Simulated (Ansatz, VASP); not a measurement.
## Two plane-wave programs on Pt

Contents of INCAR:

```
SYSTEM = Pt
PREC = Accurate
ENCUT = 520
EDIFF = 1E-6
ISMEAR = 0
SIGMA = 0.15
LREAL = .False.
LASPH = .True.
NELM = 60
ALGO = Normal
ISIF = 2
LWAVE = .False.
LCHARG = .False.
NBANDS = 11
```

File KPOINTS:

```
regular mesh
0
Gamma
  20 20 20
  0 0 0
```

POSCAR

```
Pt
1.0
    0.0973383644      1.9370334520      1.9370334520
    1.9370334520      0.0973383644      1.9370334520
    1.9370334520      1.9370334520      0.0973383644
Pt
1
Direct
    0.0000000000      0.0000000000      0.0000000000
```

Input for Ansatz:

```yaml
crystal:
  lattice:
    - [0.0973383644, 1.937033452, 1.937033452]
    - [1.937033452, 0.0973383644, 1.937033452]
    - [1.937033452, 1.937033452, 0.0973383644]
  atoms:
    - { symbol: Pt, position: [0.0, 0.0, 0.0] }
basis:
  ecutwfc: 420
kpoints:
  mp_grid: { grid: [20, 20, 20] }
hamiltonian:
  xc: lda
  pseudopotentials: { kind: paw, azcp: { folder: soft_1 } }
scf:
  occupations: { method: gaussian, width: 0.15 }
output:
  forces: true
  stress: true
  eigenvalues: true
```

Change from the starting cell: equal engineering shear yz, xz and xy +0.0500, equal normal strain along x, y and z -0.0300.

Alike in both runs: task single point; functional LDA; k mesh 20 × 20 × 20; occupations gaussian, width 0.15 eV; no spin polarisation.

|  | VASP | Ansatz |
| --- | --- | --- |
| version | VASP 6.6.1 | Ansatz 0.2.0 |
| potentials or method | VASP PAW LDA potentials, release 64 (Pt), cutoff 520 eV | scalar-relativistic, plane waves, PAW |
| valence electrons in the cell | 10 | 18 |

Ansatz gave:

```
gap on the k mesh at the Fermi level (eV)                     : none
pressure (GPa)                                                : 39.5
traceless stress, the component that is largest in VASP (GPa) : -8.27
```

Task: Estimate VASP's values.

Result: gap on the k mesh at the Fermi level (eV): none; pressure (GPa): 40.8; traceless stress, the component that is largest in VASP (GPa): -8.46.

Ansatz warns that its potentials were made for another functional, while VASP's fit it. LDA's correlation is that of Perdew and Zunger in VASP and of Perdew and Wang (1992) in Ansatz. A gap of «none» marks a metal or a gap that the smearing closes. Both programs put the cell under a high pressure, so it lies far from rest at this level. VASP's potentials hold 10 valence electrons a cell and Ansatz's 18, so a difference there can come from the potentials and not from the codes.

Spin-orbit coupling is off throughout.
